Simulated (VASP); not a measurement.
# Mo (R-3m) in VASP: further runs

Mo is run at these levels: LDA; tasks: single point.

Everything below comes from runs of VASP 6.6.1. Logs are shortened: lines on timing, memory, paths and dates and some standing lists are left out, and cuts for length are marked.

### Step 1. The cell of the first run

Symmetry: R-3m, No. 166, trigonal system. The conventional cell has a = 3.494 Å, b = 3.494 Å, c = 4.730 Å, α = 90.00°, β = 90.00°, γ = 120.00°. Within 3.5 Å of Mo (site symmetry -3m) lie 12 Mo at 2.56 to 3.49 Å.

### Step 2. Single point, LDA (16.67 Å³/atom)

INCAR

```
PREC = Accurate ; ENCUT = 520
EDIFF = 1E-6 ; ISMEAR = 0
SIGMA = 0.15 ; LREAL = F
LASPH = T ; NELM = 60
ALGO = Fast ; ISIF = 2
LWAVE = F ; LCHARG = F
NBANDS = 13
```

KPOINTS

```
Automatic mesh
0
Gamma
  22 22 22
```

POSCAR

```
Mo
1.0
   -0.7365221460      1.7337852361      1.7337852361
    1.7337852361     -0.7365221460      1.7337852361
    1.7337852361      1.7337852361     -0.7365221460
Mo
1
Direct
    0.0000000000      0.0000000000      0.0000000000
```

Potentials or basis: VASP PAW LDA potentials, release 64 (Mo_sv).

Started as:

```bash
> cat potpaw_LDA.64/Mo_sv/POTCAR > POTCAR
> mpirun -np 1 vasp_std > vasp.out
```

OUTCAR:

```text
PREC = Accurate
   ENCUT = 520
   EDIFF = 1E-6
   ISMEAR = 0
   LREAL = F
   LASPH = T
   NELM = 60
   ISIF = 2

 ion  position               nearest neighbor table
   1  0.000  0.000  0.000-

  LATTYP: Found a trigonal (rhomboedric) cell.
 ALAT       =     2.5601733069
 COS(alpha) =     0.0689708858

  Lattice vectors:

 A1 = (  -0.7365221460,   1.7337852361,   1.7337852361)
 A2 = (   1.7337852361,  -0.7365221460,   1.7337852361)
 A3 = (   1.7337852361,   1.7337852361,  -0.7365221460)

Analysis of symmetry for initial positions (statically):
=====================================================================
 Subroutine PRICEL returns:
 Original cell was already a primitive cell.

 Routine SETGRP: Setting up the symmetry group for a
 trigonal (rhombohedral) supercell.

 Subroutine GETGRP returns: Found 12 space group operations
 (whereof 12 operations were pure point group operations)
 out of a pool of 12 trial point group operations.

The static configuration has the point symmetry D_3d.

Analysis of symmetry for dynamics (positions and initial velocities):
=====================================================================
 Subroutine PRICEL returns:
 Original cell was already a primitive cell.

 Routine SETGRP: Setting up the symmetry group for a
 trigonal (rhombohedral) supercell.

 Subroutine GETGRP returns: Found 12 space group operations
 (whereof 12 operations were pure point group operations)
 out of a pool of 12 trial point group operations.

The dynamic configuration has the point symmetry D_3d.

 Subroutine INISYM returns: Found 12 space group operations
 (whereof 12 operations are pure point group operations),
 and found     1 'primitive' translations

----------------------------------------------------------------------------------------

                                     Primitive cell

  volume of cell :      16.6660

  direct lattice vectors                    reciprocal lattice vectors
    -0.736522146  1.733785236  1.733785236    -0.147818695  0.256989228  0.256989228
     1.733785236 -0.736522146  1.733785236     0.256989228 -0.147818695  0.256989228
     1.733785236  1.733785236 -0.736522146     0.256989228  0.256989228 -0.147818695

  length of vectors
     2.560173307  2.560173307  2.560173307     0.392348433  0.392348433  0.392348433

  position of ions in fractional coordinates (direct lattice)
     0.000000000  0.000000000  0.000000000

  ion indices of the primitive-cell ions
   primitive index   ion index
                 1           1

----------------------------------------------------------------------------------------

 KPOINTS: Automatic mesh

Automatic generation of k-mesh.
 Grid dimensions read from file:
 generate k-points for:   22   22   22

 Generating k-lattice:

  Cartesian coordinates                     Fractional coordinates (reciprocal lattice)
    -0.006719032  0.011681329  0.011681329     0.045454545  0.000000000  0.000000000
     0.011681329 -0.006719032  0.011681329     0.000000000  0.045454545  0.000000000
     0.011681329  0.011681329 -0.006719032     0.000000000  0.000000000  0.045454545

  Length of vectors
     0.017834020  0.017834020  0.017834020

  Shift w.r.t. Gamma in fractional coordinates (k-lattice)
     0.000000000  0.000000000  0.000000000

 Subroutine IBZKPT returns following result:
 ===========================================

 Found   1024 irreducible k-points:

 Following reciprocal coordinates:
            Coordinates               Weight
  0.000000  0.000000  0.000000      1.000000
  0.045455  0.000000  0.000000      6.000000
  0.090909  0.000000  0.000000      6.000000
  0.136364  0.000000 -0.000000      6.000000
  0.181818  0.000000  0.000000      6.000000
  0.227273  0.000000  0.000000      6.000000
[... 16 lines left out ...]
  0.500000  0.045455  0.000000     12.000000
 -0.454545  0.045455 -0.000000     12.000000
 [... further k-points ...]
   k-points           NKPTS =   1024   k-points in BZ     NKDIM =   1024   number of bands    NBANDS=     13
   number of dos      NEDOS =    301   number of ions     NIONS =      1
   total plane-waves  NPLWV =   8000
   dimension x,y,z NGX =    20 NGY =   20 NGZ =   20
   dimension x,y,z NGXF=    40 NGYF=   40 NGZF=   40
   ions per type =               1
   NGX,Y,Z   is equivalent  to a cutoff of  12.99, 12.99, 12.99 a.u.
   NGXF,Y,Z  is equivalent  to a cutoff of  25.97, 25.97, 25.97 a.u.
 SYSTEM =  unknown system
   PREC   = accura    normal or accurate (medium, high low for compatibility)
   ISTART =      0    job   : 0-new  1-cont  2-samecut
   ICHARG =      2    charge: 1-file 2-atom 10-const
   ISPIN  =      1    spin polarized calculation?
   LNONCOLLINEAR =      F non collinear calculations
   LSORBIT =      F    spin-orbit coupling
   LASPH  =      T    aspherical Exc in radial PAW
   ENCUT  =  520.0 eV  38.22 Ry    6.18 a.u.   4.76  4.76  4.76*2*pi/ulx,y,z
   NELM   =     60;   NELMIN=  2; NELMDL= -5     # of ELM steps
   EDIFF  = 0.1E-05   stopping-criterion for ELM
   LREAL  =      F    real-space projection
   EDIFFG = 0.1E-04   stopping-criterion for IOM
   NSW    =      0    number of steps for IOM
   IBRION =     -1    ionic relax: 0-MD 1-quasi-New 2-CG
   NFREE  =      0    steps in history (QN), initial steepest desc. (CG)
   ISIF   =      2    stress and relaxation
   ISYM   =      2    0-nonsym 1-usesym 2-fastsym
   POTIM  = 0.5000    time-step for ionic-motion
   TEBEG  =    0.0;   TEEND  =   0.0 temperature during run
   PSTRESS=    0.0 pullay stress
   NELECT =      14.0000    total number of electrons
   NUPDOWN=      -1.0000    fix difference up-down
   EMIN   =  10.00;   EMAX   =-10.00  energy-range for DOS
   EFERMI =   0.00;   METHOD = LEGACY
   ISMEAR =     0;   SIGMA  =   0.15  broadening in eV -4-tet -1-fermi 0-gaus
   EFERMI_NEDOS =   21; number of points for ismear=-14 and -15
   IALGO  =     68    algorithm
   IMIX   =      4    mixing-type and parameters
     AMIX     =   0.40;   BMIX     =  1.00
     AMIX_MAG =   1.60;   BMIX_MAG =  1.00
  volume/ion in A,a.u.               =      16.67       112.47
  Fermi-wavevector in a.u.,A,eV,Ry     =   1.544687  2.919034 32.464273  2.386057
  Thomas-Fermi vector in A             =   2.650172
   LORBIT       =      0    0 simple, 1 ext, 2 COOP (PROOUT), +10 PAW based schemes
   GGA     = CA    functional components
   LHFCALC =     F    Hartree Fock is set to
   AEXX    =    0.0000 exact exchange contribution
   IVDW    =     0    specifies the selected vdW correction
   LEPSILON=     F    determine dielectric tensor
   LRPA    =     F    only Hartree local field effects (RPA)
 non-spin polarized calculation
 RMM-DIIS sequential band-by-band and
 Gauss-broadening in eV      SIGMA  =   0.15
  energy-cutoff  :      520.00
  volume of cell :       16.67
 maximum number of plane-waves:       463
   NGX =  9   NGY =  9   NGZ =  9

 number of electron      14.0000000 magnetization

 Free energy of the ion-electron system (eV)
  ---------------------------------------------------
  ext. energy  EPLUGINS =         0.00000000
  ---------------------------------------------------
  free energy    TOTEN  =       -11.03229728 eV

  energy without entropy =      -11.01992269  energy(sigma->0) =      -11.02610998

 E-fermi :  11.3827     XC(G=0): -13.1075

 val. band max:       11.3816677689   @ k =  -0.2727  -0.3182   0.1364
 cond. band min:      11.3831911785   @ k =   0.4545   0.2727   0.0909
 fundamental gap:      0.0015234095
 Fermi energy:        11.3826934252

 k-point     1 :       0.0000    0.0000    0.0000
  band No.  band energies     occupation
      1     -49.4701      2.00000
      2     -22.8350      2.00000
      3     -22.8350      2.00000
      4     -22.7152      2.00000
      5       4.6707      2.00000
      6       6.9745      2.00000
      7       6.9745      2.00000
      8      15.2454      0.00000
      9      15.2454      0.00000
     10      15.4172      0.00000
     11      26.1474      0.00000
     12      27.6491      0.00000
     13      27.6491      0.00000

 k-point     2 :       0.0455    0.0000    0.0000
  band No.  band energies     occupation
      1     -49.4653      2.00000
      2     -22.8611      2.00000
      3     -22.8319      2.00000
      4     -22.7240      2.00000
      5       4.7391      2.00000
      6       6.9912      2.00000
      7       7.0501      2.00000
      8      15.1488      0.00000
      9      15.2045      0.00000
     10      15.3702      0.00000
     11      26.1619      0.00000
     12      27.4299      0.00000
     13      27.8071      0.00000

 k-point     3 :       0.0909    0.0000    0.0000
  band No.  band energies     occupation
      1     -49.4513      2.00000
      2     -22.9555      2.00000
      3     -22.8227      2.00000
      4     -22.7306      2.00000
      5       4.9332      2.00000
      6       7.0402      2.00000
      7       7.2795      2.00000
      8      14.8787      0.00000
      9      14.9855      0.00000
     10      15.3448      0.00000
     11      25.8691      0.00000
     12      27.2429      0.00000
     13      28.2581      0.00000
[... 305 lines left out ...]
 k-point    23 :       0.5000    0.0455    0.0000
  band No.  band energies     occupation
      1     -49.2240      2.00000
      2     -24.5053      2.00000
      3     -22.6980      2.00000
      4     -22.6164      2.00000
      5       7.7038      2.00000
      6       7.9208      2.00000
      7      10.9437      1.99997
      8      12.1011      0.00000
      9      12.6802      0.00000
     10      15.5439      0.00000
     11      21.1267      0.00000
     12      25.9070      0.00000
     13      30.1977      0.00000

 k-point    24 :      -0.4545    0.0455   -0.0000
  band No.  band energies     occupation
      1     -49.2289      2.00000
      2     -24.4743      2.00000
      3     -22.7021      2.00000
      4     -22.6197      2.00000
      5       7.6321      2.00000
      6       7.8936      2.00000
      7      11.0436      1.99861
      8      12.1806      0.00000
      9      12.5602      0.00000
     10      15.5309      0.00000
     11      21.0730      0.00000
     12      25.9767      0.00000
     13      30.1648      0.00000

 [... further k-points ...]

------------------------ aborting loop because EDIFF is reached ----------------------------------------

  FORCE on cell =-STRESS in cart. coord.  units (eV):
  Direction    XX          YY          ZZ          XY          YZ          ZX
  --------------------------------------------------------------------------------------
  -------------------------------------------------------------------------------------
  Total       -0.0720720     -0.0720720     -0.0720720      0.6675278      0.6675278      0.6675278
  in kB       -6.9286041     -6.9286041     -6.9286041     64.1724446     64.1724446     64.1724446
  external PRESSURE =      -6.9286041 kB  Pullay stress =       0.0000000 kB

 VOLUME and BASIS-vectors are now :
 -----------------------------------------------------------------------------
  energy-cutoff  :      520.00
  volume of cell :       16.67
      direct lattice vectors                 reciprocal lattice vectors
    -0.736522146  1.733785236  1.733785236    -0.147818695  0.256989228  0.256989228
     1.733785236 -0.736522146  1.733785236     0.256989228 -0.147818695  0.256989228
     1.733785236  1.733785236 -0.736522146     0.256989228  0.256989228 -0.147818695

 POSITION                                       TOTAL-FORCE (eV/Angst)
 -----------------------------------------------------------------------------------
      0.00000      0.00000      0.00000        -0.000000     -0.000000      0.000000
 -----------------------------------------------------------------------------------
    total drift:                                0.000000     -0.000000      0.000000

  FREE ENERGIE OF THE ION-ELECTRON SYSTEM (eV)
  ---------------------------------------------------
  free  energy   TOTEN  =       -11.0322972779 eV

  energy  without entropy=      -11.0199226867  energy(sigma->0) =      -11.02610998
```

Wall time 65 s (1 thread of Intel Xeon 6975P-C (Granite Rapids), shared host); peak memory 0.29 GiB.

What came out:

| Quantity | Value |
| --- | --- |
| Free energy | -11.0323 eV |
| Pressure | -0.7 GPa |
| Band gap on the k mesh | zero (bands 7 and 8 overlap by 2.59 eV) |

### Step 3. Single point, LDA (16.67 Å³/atom)

INCAR

```
SYSTEM = Mo
PREC = Accurate ; ENCUT = 520
EDIFF = 1E-6 ; ISMEAR = 0
SIGMA = 0.15 ; LREAL = .FALSE.
LASPH = .TRUE. ; NELM = 60
ALGO = Fast ; ISIF = 2
LWAVE = .FALSE. ; LCHARG = .FALSE.
GGA = CA ; NBANDS = 13
```

KPOINTS

```
Automatic mesh
0
G
  22 22 22
  0 0 0
```

POSCAR

```
Mo
1.0
   -2.0371507833      1.6361489011      1.6361489011
    1.6361489011     -2.0371507833      1.6361489011
    1.6361489011      1.6361489011     -2.0371507833
Mo
1
Direct
    0.0000000000      0.0000000000      0.0000000000
```

Potentials or basis: VASP PAW LDA potentials, release 64 (Mo_sv).

Started as:

```bash
> cat potpaw_LDA.64/Mo_sv/POTCAR > POTCAR
> mpirun -np 1 vasp_std > vasp.out
```

Run time: 68 s. Hardware: 1 thread of Intel Xeon 6975P-C (Granite Rapids), shared host; peak memory 0.3 GiB.

It converged, with:

| Item | Value |
| --- | --- |
| Free energy | -10.5905 eV |
| Pressure | 15.9 GPa |
| Band gap on the k mesh | zero (bands 7 and 8 overlap by 3.91 eV) |

Stress tensor (GPa, compression positive):
```
15.95 44.09 44.09
44.09 15.95 44.09
44.09 44.09 15.95
```

Levels at points of the mesh, in eV from the Fermi level:
| k point | band 5 | band 6 | band 7 | band 8 | band 9 | band 10 |
| --- | --- | --- | --- | --- | --- | --- |
| (0.00, 0.00, 0.00) | -7.04 | -5.12 | -1.90 | -1.90 | 4.99 | 4.99 |
| (0.50, 0.00, 0.00) | -5.71 | -4.10 | 0.54 | 1.22 | 4.00 | 4.24 |
| (0.50, 0.50, 0.00) | -5.35 | -5.07 | -0.30 | 1.81 | 5.12 | 5.55 |
| (0.50, 0.50, 0.50) | -5.86 | -5.86 | 2.02 | 2.02 | 6.67 | 8.44 |

Caveat: the cell stands under pressure.

### Step 4. Single point, LDA (16.67 Å³/atom)

INCAR

```
SYSTEM = Mo
ALGO = Fast ; EDIFF = 1E-7
ENCUT = 520 ; ISIF = 2
ISMEAR = 0 ; LASPH = .TRUE.
LCHARG = .TRUE. ; LELF = .TRUE.
LREAL = .FALSE. ; LVHAR = .TRUE.
LWAVE = .FALSE. ; NBANDS = 13
NELM = 100 ; PREC = Accurate
SIGMA = 0.15
```

KPOINTS

```
k-points
0
G
  22 22 22
  0 0 0
```

POSCAR

```
Mo
1.0
   -2.4789850027      1.7135651048      1.7135651048
    1.7135651048     -2.4789850027      1.7135651048
    1.7135651048      1.7135651048     -2.4789850027
Mo
1
Direct
    0.0000000000      0.0000000000      0.0000000000
```

Started as:

```bash
> cat potpaw_LDA.64/Mo_sv/POTCAR > POTCAR
> mpirun -np 1 vasp_std > vasp.out
```

Run time: 3 min. Hardware: 1 thread of Intel Xeon 6975P-C (Granite Rapids), shared host; peak memory 0.32 GiB.

It converged, with:

```
Free energy            : 0.1939 eV
Pressure               : 257.6 GPa
Band gap on the k mesh : zero (bands 7 and 8 overlap by 6.19 eV)
```

Stress tensor (GPa, compression positive):
```
257.56 268.39 268.39
268.39 257.56 268.39
268.39 268.39 257.56
```

Levels at points of the mesh, in eV from the Fermi level:
```
           k point  band 4  band 5  band 6  band 7  band 8  band 9  band 10  band 11
(0.00, 0.00, 0.00)  -24.10   -9.85   -4.38   -4.38   -2.40    8.17    14.17    14.17
(0.50, 0.00, 0.00)  -32.71  -10.12   -9.87    3.25    3.86    6.52     7.55    13.44
(0.50, 0.50, 0.00)  -24.10   -8.03   -5.18   -2.17   -1.31    4.16     7.52    14.18
(0.50, 0.50, 0.50)  -32.76  -10.19  -10.19    3.79    3.79    9.35    12.03    12.03
```

Caveat: atoms lie so close that the PAW spheres overlap strongly, which falsifies energies and pressures; the cell stands under pressure.

### Step 5. Overview

| cell | further INCAR settings | gap on the mesh (eV) | pressure (GPa) |
| --- | --- | --- | --- |
| a = 2.560 Å, angles 86.0°, 1 atom | ALGO = Fast; EDIFF = 1e-06; NBANDS = 13 | none | -0.7 |
| a = 3.083 Å, angles 114.8°, 1 atom | ALGO = Fast; EDIFF = 1e-06; NBANDS = 13 | none | 15.9 |
| a = 3.467 Å, angles 117.6°, 1 atom | ALGO = Fast; EDIFF = 1e-07; NBANDS = 13 | none | 257.6 |

Alike in all rows: task single point; level LDA; potentials or basis VASP PAW LDA potentials, release 64 (Mo_sv); no spin polarisation; k mesh 22 × 22 × 22; cutoff (eV) 520; smearing gaussian 0.15 eV.

Caveats: the cell stands under pressure (at least some runs); atoms lie so close that the PAW spheres overlap strongly, which falsifies energies and pressures (at least some runs).

Total energies depend on the potentials used, so only differences within one code and one set of settings carry meaning.
